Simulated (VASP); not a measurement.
# Ba2Sb2Rh2O (P1) in VASP: single point with PBE

Aim: the single point of Ba2Sb2Rh2O with PBE.

Program: VASP 6.6.1. These are calculated values, not measurements. Logs are shortened: lines on timing, memory, paths and dates and some standing lists are left out, and cuts for length are marked.

**1. The cell of the first run**

The typed cell holds 14 atoms: a = 4.735 Å, b = 4.725 Å, c = 20.110 Å, α = 90.07°, β = 90.00°, γ = 120.14°.

**2. Single point, PBE**

File INCAR:

```
SYSTEM = Ba2Sb2Rh2O
PREC = Accurate
ENCUT = 520
EDIFF = 1E-6
ISMEAR = -1
SIGMA = 0.1
LREAL = .FALSE.
LASPH = .TRUE.
NELM = 100
ALGO = Normal
ISIF = 2
LWAVE = .FALSE.
LCHARG = .FALSE.
GGA = PE
NBANDS = 79
```

File KPOINTS:

```
Automatic mesh
0
Gamma
  5 5 1
  0.5 0 0
```

File POSCAR:

```
Ba2Sb2Rh2O
1.0
    4.7348160000     -0.0032000000     -0.0000900000
   -2.3701800000      4.0878160000     -0.0028880000
   -0.0003820000     -0.0144080000     20.1101400000
O Sb Ba Rh
2 4 4 4
Direct
    0.3528940000      0.6567300000      0.7491690000
    0.6748910000      0.3273450000      0.2464750000
    0.3263930000      0.6643000000      0.3889720000
    0.6484120000      0.3076050000      0.8863190000
    0.3645830000      0.6855450000      0.1045350000
    0.6629820000      0.3240510000      0.6109250000
    0.0238930000      0.0025310000      0.2492450000
    0.9975990000      0.9999750000      0.7474310000
    0.9940450000      0.0144400000      0.9996070000
    0.0038630000      0.9898740000      0.4945300000
    0.3336450000      0.6714460000      0.6508610000
    0.6699690000      0.3107000000      0.1442350000
    0.3396790000      0.6773420000      0.8478740000
    0.6582070000      0.3281740000      0.3505830000
```

Potentials or basis: VASP PAW PBE potentials, release 64 (O, Sb, Ba_sv, Rh_pv).

Run with:

```sh
> cat potpaw_PBE.64/O/POTCAR potpaw_PBE.64/Sb/POTCAR potpaw_PBE.64/Ba_sv/POTCAR potpaw_PBE.64/Rh_pv/POTCAR > POTCAR
> mpirun -np 1 vasp_std > vasp.out
```

OUTCAR:

```text
SYSTEM = Ba2Sb2Rh2O
   PREC = Accurate
   ENCUT = 520
   EDIFF = 1E-6
   ISMEAR = -1
   LREAL = .FALSE.
   LASPH = .TRUE.
   NELM = 100
   ISIF = 2
   GGA = PE

 ion  position               nearest neighbor table
   1  0.353  0.657  0.749-  11 1.98  13 1.99   8 2.64   8 2.69   8 2.86
   2  0.675  0.327  0.246-  12 2.06  14 2.10   7 2.67   7 2.76   7 2.76
   3  0.326  0.664  0.389-  14 2.82  14 2.84  14 2.84  10 3.40  10 3.48  10 3.49   7 3.85   7 3.90
                             7 4.01
   4  0.648  0.308  0.886-  13 2.69  13 2.89  13 2.94   9 3.47   9 3.52   9 3.68   8 3.86   8 3.88
                             8 3.98
   5  0.365  0.686  0.105-  12 2.68  12 2.91  12 2.96   9 3.33   9 3.46   9 3.56   7 3.97   7 3.97
                             7 4.04
   6  0.663  0.324  0.611-  11 2.79  11 2.86  11 2.89  10 3.57  10 3.59  10 3.62   8 3.85   8 3.87
                             8 3.89
   7  0.024  0.003  0.249-   2 2.67   2 2.76   2 2.76  14 3.30  12 3.39  14 3.43  12 3.44  14 3.49
                            12 3.53   3 3.85   3 3.90   5 3.97   5 3.97   3 4.01   5 4.04
   8  0.998  1.000  0.747-   1 2.64   1 2.69   1 2.86  11 3.34  11 3.34  11 3.36  13 3.37  13 3.39
                            13 3.42   6 3.85   4 3.86   6 3.87   4 3.88   6 3.89   4 3.98
   9  0.994  0.014  1.000-   5 3.33   5 3.46   4 3.47   4 3.52   5 3.56   4 3.68  12 3.86  12 4.02

  10  0.004  0.990  0.495-   3 3.40   3 3.48   3 3.49   6 3.57   6 3.59   6 3.62  14 3.95  14 3.96
                            14 4.03
  11  0.334  0.671  0.651-   1 1.98   6 2.79   6 2.86   6 2.89   8 3.34   8 3.34   8 3.36
  12  0.670  0.311  0.144-   2 2.06   5 2.68   5 2.91   5 2.96   7 3.39   7 3.44   7 3.53   9 3.86
                             9 4.02
  13  0.340  0.677  0.848-   1 1.99   4 2.69   4 2.89   4 2.94   8 3.37   8 3.39   8 3.42
  14  0.658  0.328  0.351-   2 2.10   3 2.82   3 2.84   3 2.84   7 3.30   7 3.43   7 3.49  10 3.95
                            10 3.96  10 4.03

  LATTYP: Found a triclinic cell.
 ALAT       =     4.7197033962
 B/A-ratio  =     1.0032022533
 C/A-ratio  =     4.2608917291
 COS(alpha) =     0.0000375193
 COS(beta)  =     0.0012605362
 COS(gamma) =     0.5004286822

  Lattice vectors:

 A1 = (   2.3646360000,   4.0846160000,  -0.0029780000)
 A2 = (   4.7348160000,  -0.0032000000,  -0.0000900000)
 A3 = (   0.0003820000,   0.0144080000, -20.1101400000)

Analysis of symmetry for initial positions (statically):
=====================================================================
 Subroutine PRICEL returns:
 Original cell was already a primitive cell.

 Routine SETGRP: Setting up the symmetry group for a
 triclinic supercell.

 Subroutine GETGRP returns: Found  1 space group operations
 (whereof  1 operations were pure point group operations)
 out of a pool of  2 trial point group operations.

The static configuration has the point symmetry C_1 .

Analysis of symmetry for dynamics (positions and initial velocities):
=====================================================================
 Subroutine PRICEL returns:
 Original cell was already a primitive cell.

 Routine SETGRP: Setting up the symmetry group for a
 triclinic supercell.

 Subroutine GETGRP returns: Found  1 space group operations
 (whereof  1 operations were pure point group operations)
 out of a pool of  2 trial point group operations.

The dynamic configuration has the point symmetry C_1 .

 Subroutine INISYM returns: Found  1 space group operations
 (whereof  1 operations are pure point group operations),
 and found     1 'primitive' translations

----------------------------------------------------------------------------------------

                                     Primitive cell

  volume of cell :     389.0802

  direct lattice vectors                    reciprocal lattice vectors
     4.734816000 -0.003200000 -0.000090000     0.211284246  0.122505993  0.000091783
    -2.370180000  4.087816000 -0.002888000     0.000165400  0.244725431  0.000175338
    -0.000382000 -0.014408000 20.110140000     0.000000969  0.000035693  0.049726184

  length of vectors
     4.734817082  4.725251445 20.110145165     0.244230955  0.244725550  0.049726196

  position of ions in fractional coordinates (direct lattice)
     0.352894000  0.656730000  0.749169000
     0.674891000  0.327345000  0.246475000
     0.326393000  0.664300000  0.388972000
     0.648412000  0.307605000  0.886319000
     0.364583000  0.685545000  0.104535000
     0.662982000  0.324051000  0.610925000
     0.023893000  0.002531000  0.249245000
     0.997599000  0.999975000  0.747431000
     0.994045000  0.014440000  0.999607000
     0.003863000  0.989874000  0.494530000
     0.333645000  0.671446000  0.650861000
     0.669969000  0.310700000  0.144235000
     0.339679000  0.677342000  0.847874000
     0.658207000  0.328174000  0.350583000

  ion indices of the primitive-cell ions
   primitive index   ion index
                 1           1
                 2           2
                 3           3
                 4           4
                 5           5
                 6           6
                 7           7
                 8           8
                 9           9
                10          10
                11          11
                12          12
                13          13
                14          14

----------------------------------------------------------------------------------------

 KPOINTS: Automatic mesh

Automatic generation of k-mesh.
 Grid dimensions read from file:
 generate k-points for:    5    5    1

 Generating k-lattice:

  Cartesian coordinates                     Fractional coordinates (reciprocal lattice)
     0.042256849  0.024501199  0.000018357     0.200000000 -0.000000000  0.000000000
     0.000033080  0.048945086  0.000035068    -0.000000000  0.200000000  0.000000000
     0.000000969  0.000035693  0.049726184     0.000000000  0.000000000  1.000000000

  Length of vectors
     0.048846191  0.048945110  0.049726196

  Shift w.r.t. Gamma in fractional coordinates (k-lattice)
     0.500000000  0.000000000  0.000000000

 Subroutine IBZKPT returns following result:
 ===========================================

 Found     13 irreducible k-points:

 Following reciprocal coordinates:
            Coordinates               Weight
  0.100000 -0.000000  0.000000      2.000000
  0.300000 -0.000000  0.000000      2.000000
  0.500000 -0.000000 -0.000000      1.000000
  0.100000  0.200000 -0.000000      2.000000
  0.300000  0.200000 -0.000000      2.000000
  0.500000  0.200000 -0.000000      2.000000
 -0.300000  0.200000 -0.000000      2.000000
 -0.100000  0.200000 -0.000000      2.000000
  0.100000  0.400000 -0.000000      2.000000
  0.300000  0.400000 -0.000000      2.000000
  0.500000  0.400000 -0.000000      2.000000
 -0.300000  0.400000  0.000000      2.000000
 -0.100000  0.400000 -0.000000      2.000000
   k-points           NKPTS =     13   k-points in BZ     NKDIM =     13   number of bands    NBANDS=     79
   number of dos      NEDOS =    301   number of ions     NIONS =     14
   total plane-waves  NPLWV = 194400
   dimension x,y,z NGX =    36 NGY =   36 NGZ =  150
   dimension x,y,z NGXF=    72 NGYF=   72 NGZF=  300
   ions per type =               2   4   4   4
   NGX,Y,Z   is equivalent  to a cutoff of  12.64, 12.67, 12.40 a.u.
   NGXF,Y,Z  is equivalent  to a cutoff of  25.28, 25.33, 24.80 a.u.
 SYSTEM =  Ba2Sb2Rh2O
   PREC   = accura    normal or accurate (medium, high low for compatibility)
   ISTART =      0    job   : 0-new  1-cont  2-samecut
   ICHARG =      2    charge: 1-file 2-atom 10-const
   ISPIN  =      1    spin polarized calculation?
   LNONCOLLINEAR =      F non collinear calculations
   LSORBIT =      F    spin-orbit coupling
   LASPH  =      T    aspherical Exc in radial PAW
   ENCUT  =  520.0 eV  38.22 Ry    6.18 a.u.   8.80  8.79 37.39*2*pi/ulx,y,z
   NELM   =    100;   NELMIN=  2; NELMDL= -5     # of ELM steps
   EDIFF  = 0.1E-05   stopping-criterion for ELM
   LREAL  =      F    real-space projection
   EDIFFG = 0.1E-04   stopping-criterion for IOM
   NSW    =      0    number of steps for IOM
   IBRION =     -1    ionic relax: 0-MD 1-quasi-New 2-CG
   NFREE  =      0    steps in history (QN), initial steepest desc. (CG)
   ISIF   =      2    stress and relaxation
   ISYM   =      2    0-nonsym 1-usesym 2-fastsym
   POTIM  = 0.5000    time-step for ionic-motion
   TEBEG  =    0.0;   TEEND  =   0.0 temperature during run
   PSTRESS=    0.0 pullay stress
   NELECT =     132.0000    total number of electrons
   NUPDOWN=      -1.0000    fix difference up-down
   EMIN   =  10.00;   EMAX   =-10.00  energy-range for DOS
   EFERMI =   0.00;   METHOD = LEGACY
   ISMEAR =    -1;   SIGMA  =   0.10  broadening in eV -4-tet -1-fermi 0-gaus
   EFERMI_NEDOS =   21; number of points for ismear=-14 and -15
   IALGO  =     38    algorithm
   IMIX   =      4    mixing-type and parameters
     AMIX     =   0.40;   BMIX     =  1.00
     AMIX_MAG =   1.60;   BMIX_MAG =  1.00
  volume/ion in A,a.u.               =      27.79       187.55
  Fermi-wavevector in a.u.,A,eV,Ry     =   1.141791  2.157671 17.737720  1.303686
  Thomas-Fermi vector in A             =   2.278490
   LORBIT       =      0    0 simple, 1 ext, 2 COOP (PROOUT), +10 PAW based schemes
   GGA     = PE    functional components
   LHFCALC =     F    Hartree Fock is set to
   AEXX    =    0.0000 exact exchange contribution
   IVDW    =     0    specifies the selected vdW correction
   LEPSILON=     F    determine dielectric tensor
   LRPA    =     F    only Hartree local field effects (RPA)
 non-spin polarized calculation
  energy-cutoff  :      520.00
  volume of cell :      389.08
 maximum number of plane-waves:     10522
   NGX = 17   NGY = 17   NGZ = 75

 number of electron     132.0000001 magnetization

 Free energy of the ion-electron system (eV)
  ---------------------------------------------------
  ext. energy  EPLUGINS =         0.00000000
  ---------------------------------------------------
  free energy    TOTEN  =       -74.35087730 eV

  energy without entropy =      -73.90291114  energy(sigma->0) =      -74.12689422

 E-fermi :   4.4953     XC(G=0):  -9.5513

 val. band max:        4.4829217715   @ k =   0.1000  -0.0000   0.0000
 cond. band min:       4.5013575507   @ k =  -0.1000   0.2000  -0.0000
 fundamental gap:      0.0184357792
 Fermi energy:         4.4952673990

 k-point     1 :       0.1000   -0.0000    0.0000
  band No.  band energies     occupation
      1     -41.5600      2.00000
      2     -41.5512      2.00000
      3     -41.3857      2.00000
      4     -41.3329      2.00000
      5     -41.2850      2.00000
      6     -41.2840      2.00000
[... 70 lines left out ...]
     77       7.4048      0.00000
     78       7.7309      0.00000

 k-point     2 :       0.3000   -0.0000    0.0000
  band No.  band energies     occupation
      1     -41.5600      2.00000
      2     -41.5512      2.00000
      3     -41.3856      2.00000
      4     -41.3331      2.00000
      5     -41.2850      2.00000
      6     -41.2843      2.00000
[... 70 lines left out ...]
     77       7.7599      0.00000
     78       7.9065      0.00000
[... 808 lines left out ...]
     77       7.9539      0.00000
     78       8.3519      0.00000

 k-point    13 :      -0.1000    0.4000   -0.0000
  band No.  band energies     occupation
      1     -41.5600      2.00000
      2     -41.5512      2.00000
      3     -41.3857      2.00000
      4     -41.3336      2.00000
      5     -41.2850      2.00000
      6     -41.2846      2.00000
[... 70 lines left out ...]
     77       7.9146      0.00000
     78       8.3257      0.00000
 [bands above 78 left out]

------------------------ aborting loop because EDIFF is reached ----------------------------------------

  FORCE on cell =-STRESS in cart. coord.  units (eV):
  Direction    XX          YY          ZZ          XY          YZ          ZX
  --------------------------------------------------------------------------------------
  -------------------------------------------------------------------------------------
  Total      -11.5146147    -12.2237434     -0.8252774      1.2840102      0.3400538     -0.1910276
  in kB      -47.4155610    -50.3356533     -3.3983762      5.2873729      1.4002938     -0.7866248
  external PRESSURE =     -33.7165302 kB  Pullay stress =       0.0000000 kB

 VOLUME and BASIS-vectors are now :
 -----------------------------------------------------------------------------
  energy-cutoff  :      520.00
  volume of cell :      389.08
      direct lattice vectors                 reciprocal lattice vectors
     4.734816000 -0.003200000 -0.000090000     0.211284246  0.122505993  0.000091783
    -2.370180000  4.087816000 -0.002888000     0.000165400  0.244725431  0.000175338
    -0.000382000 -0.014408000 20.110140000     0.000000969  0.000035693  0.049726184

 POSITION                                       TOTAL-FORCE (eV/Angst)
 -----------------------------------------------------------------------------------
      0.11403      2.67267     15.06397        -0.297904     -0.009724      0.054235
      2.41952      1.33242      4.95564         0.155118      0.125417      0.128241
     -0.02925      2.70889      7.82033         0.162076     -0.091200     -0.959528
      2.34069      1.24259     17.82305         0.062980      0.532575     -0.670488
      0.10133      2.79971      2.10020        -0.326786     -0.459778      1.029339
      2.37081      1.31374     12.28479         0.081980      0.124307      0.650556
      0.10703      0.00668      5.01234        -0.340135     -0.161296     -0.141730
      2.35304      4.07375     15.02796         0.326474     -0.068344      0.112243
      4.67201      0.04144     20.10211         0.336713     -0.113475     -0.281698
     -2.32808      4.03929      9.94221        -0.166314      0.056949      0.318793
     -0.01195      2.73430     13.08694        -0.060255     -0.111944     -1.367871
      2.43571      1.26586      2.89963         0.043958      0.436295     -0.554139
      0.00257      2.75555     17.04888        -0.112009     -0.328920      1.101065
      2.33852      1.33436      7.04927         0.134104      0.069137      0.580981
 -----------------------------------------------------------------------------------
    total drift:                                0.000290     -0.000380     -0.000902

  FREE ENERGIE OF THE ION-ELECTRON SYSTEM (eV)
  ---------------------------------------------------
  free  energy   TOTEN  =       -74.3508772964 eV

  energy  without entropy=      -73.9029111397  energy(sigma->0) =      -74.12689422
```

It took 7.3 min on 1 thread of Intel Xeon 6975P-C (Granite Rapids), shared host; peak memory 0.67 GiB.

What came out:

```
Free energy            : -74.3509 eV
Pressure               : -3.4 GPa
Largest force          : 1.374 eV/Å
Band gap on the k mesh : zero (bands 66 and 67 overlap by 1.24 eV)
```

Forces on the atoms (eV/Å):
```
O   -0.298 -0.010  0.054
O    0.155  0.125  0.128
Sb   0.162 -0.091 -0.960
Sb   0.063  0.533 -0.670
Sb  -0.327 -0.460  1.029
Sb   0.082  0.124  0.651
Ba  -0.340 -0.161 -0.142
Ba   0.326 -0.068  0.112
Ba   0.337 -0.113 -0.282
Ba  -0.166  0.057  0.319
Rh  -0.060 -0.112 -1.368
Rh   0.044  0.436 -0.554
Rh  -0.112 -0.329  1.101
Rh   0.134  0.069  0.581
```

Stress tensor (GPa, compression positive):
```
-4.74  0.53 -0.08
 0.53 -5.03  0.14
-0.08  0.14 -0.34
```

Caveat: the cell stands under tension; spin-orbit coupling is left out, which moves the levels of the heavy elements; forces of over 1 eV/Å act on the atoms, so gaps and moduli don't describe the material at rest.
